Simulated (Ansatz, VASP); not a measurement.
# One calculation of PbF2, two programs

INCAR

```
  PREC = Accurate
  ENCUT = 520
  EDIFF = 1E-6
  ISMEAR = 0
  SIGMA = 0.05
  LREAL = False
  LASPH = True
  NELM = 100
  ALGO = Normal
  ISIF = 2
  LWAVE = False
  LCHARG = False
  GGA = PS
  NBANDS = 21
```

KPOINTS

```
Automatic mesh
0
Gamma
  8 8 8
```

POSCAR

```
PbF2
1.0
    0.0000000000      3.3337117321      2.3569341946
    3.3337117321      0.0000000000      2.3569341946
    3.3337117321      3.3337117321      0.0000000000
Pb F
1 2
Direct
    0.0000000000      0.0000000000      0.0000000000
    0.2500000000      0.2500000000      0.2500000000
    0.7500000000      0.7500000000      0.7500000000
```

Input for Ansatz:

```yaml
crystal:
  lattice:
    - [0.0, 3.3337117321, 2.3569341946]
    - [3.3337117321, 0.0, 2.3569341946]
    - [3.3337117321, 3.3337117321, 0.0]
  atoms:
    - { symbol: Pb, position: [0.0, 0.0, 0.0] }
    - { symbol: F, position: [0.25, 0.25, 0.25] }
    - { symbol: F, position: [0.75, 0.75, 0.75] }
basis:
  ecutwfc: 420
kpoints:
  mp_grid: { grid: [8, 8, 8] }
hamiltonian:
  xc: pbesol
scf:
  occupations: { method: gaussian, width: 0.05 }
output:
  forces: true
  stress: true
  eigenvalues: true
```

Alike in both runs: task single point; functional PBEsol; k mesh 8 × 8 × 8; occupations gaussian, width 0.05 eV; no spin polarisation.

|  | VASP | Ansatz |
| --- | --- | --- |
| version | VASP 6.6.1 | Ansatz 0.2.0 |
| potentials or method | VASP PAW PBE potentials, release 64 (Pb_d, F), cutoff 520 eV | scalar-relativistic, plane waves, PAW |
| valence electrons in the cell | 28 | 28 |

|  | VASP | Ansatz | Ansatz less VASP |
| --- | --- | --- | --- |
| gap on the k mesh at the Fermi level (eV) | 2.81 | 2.83 | +0.017 |
| least direct gap on the mesh (eV) | 3.17 | 3.19 | +0.017 |
| pressure (GPa) | -3.1 | -2.9 | +0.22 |
| traceless stress, the component that is largest in VASP (GPa) | 17.19 | 17.19 | -0.003 |

VASP's potentials were made for PBE, not for PBEsol. With one functional, cell and mesh, what is left measures potentials, basis and numerics.

Spin-orbit coupling is off throughout.
